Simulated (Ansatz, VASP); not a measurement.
## One calculation of BAs, two programs

Contents of POSCAR:

```
BAs
1.0
    0.0000000000      2.3918698977      2.3918698977
    2.3918698977      0.0000000000      2.3918698977
    2.3918698977      2.3918698977      0.0000000000
B As
1 1
Direct
    0.0000000000      0.0000000000      0.0000000000
    0.2500000000      0.2500000000      0.2500000000
```

Contents of INCAR.step1:

```
SYSTEM = BAs
PREC     = Accurate       ! precision mode
ENCUT    = 520            ! plane-wave cutoff, eV
EDIFF    = 1E-5           ! SCF threshold, eV
ISMEAR   = 0              ! smearing method
SIGMA    = 0.01           ! smearing width, eV
LREAL    = .FALSE.        ! projectors in reciprocal space
LASPH    = .TRUE.         ! aspherical terms in the spheres
NELM     = 60             ! most SCF steps
ALGO     = Normal         ! electronic algorithm
ISIF     = 2              ! what is computed and relaxed
LWAVE    = .TRUE.         ! write WAVECAR
LCHARG   = .FALSE.        ! write CHGCAR
NBANDS   = 11             ! bands
GGA      = PE             ! functional
```

File INCAR.step2:

```
SYSTEM = BAs
PREC     = Accurate       ! precision mode
ENCUT    = 520            ! plane-wave cutoff, eV
EDIFF    = 1E-7           ! SCF threshold, eV
ISMEAR   = 0              ! smearing method
SIGMA    = 0.01           ! smearing width, eV
LREAL    = .FALSE.        ! projectors in reciprocal space
LASPH    = .TRUE.         ! aspherical terms in the spheres
NELM     = 60             ! most SCF steps
ALGO     = Normal         ! electronic algorithm
ISIF     = 2              ! what is computed and relaxed
LWAVE    = .FALSE.        ! write WAVECAR
LCHARG   = .FALSE.        ! write CHGCAR
GGA      = PE             ! functional
LHFCALC  = .TRUE.         ! exact exchange
AEXX     = 0.5            ! exact-exchange fraction
PRECFOCK = Normal       
NBANDS   = 11             ! bands
ISTART   = 1
```

File KPOINTS:

```
regular mesh
0
G
  4 4 4
  0 0 0
```

Input for Ansatz:

```yaml
crystal:
  lattice:
    - [0.0, 2.3918698977, 2.3918698977]
    - [2.3918698977, 0.0, 2.3918698977]
    - [2.3918698977, 2.3918698977, 0.0]
  atoms:
    - { symbol: B, position: [0.0, 0.0, 0.0] }
    - { symbol: As, position: [0.25, 0.25, 0.25] }
kpoints:
  mp_grid: { grid: [4, 4, 4] }
hamiltonian:
  xc: { exchange: pbe, correlation: pbe, exx: { coeff: 0.5 } }
scf:
  occupations: { method: fixed }
  n_extra_bands: 4
output:
  forces: true
  stress: true
  eigenvalues: true
```

Alike in both runs: task single point; functional PBE-based global hybrid; k mesh 4 × 4 × 4; no spin polarisation.

```csv
,VASP,Ansatz
version,VASP 6.6.1,Ansatz 0.2.0
potentials or method,"VASP PAW PBE potentials, release 64 (B, As)",plane waves
plane-wave cutoff (eV),520,420
occupations,"gaussian, width 0.01 eV",fixed
valence electrons in the cell,8,18
```

|  | VASP | Ansatz | Ansatz less VASP |
| --- | --- | --- | --- |
| gap on the k mesh at the Fermi level (eV) | 4.42 | 4.28 | -0.141 |
| pressure (GPa) | -4.8 | -3.6 | +1.20 |

VASP's potentials were made for PBE, not for PBE-based global hybrid. VASP's potentials hold 8 valence electrons a cell and Ansatz's 18, so a difference there can come from the potentials and not from the codes. Ansatz's warnings: stress exchange threshold loose, stress scf threshold loose.

The k mesh is coarse, so the values compare programs but aren't converged.
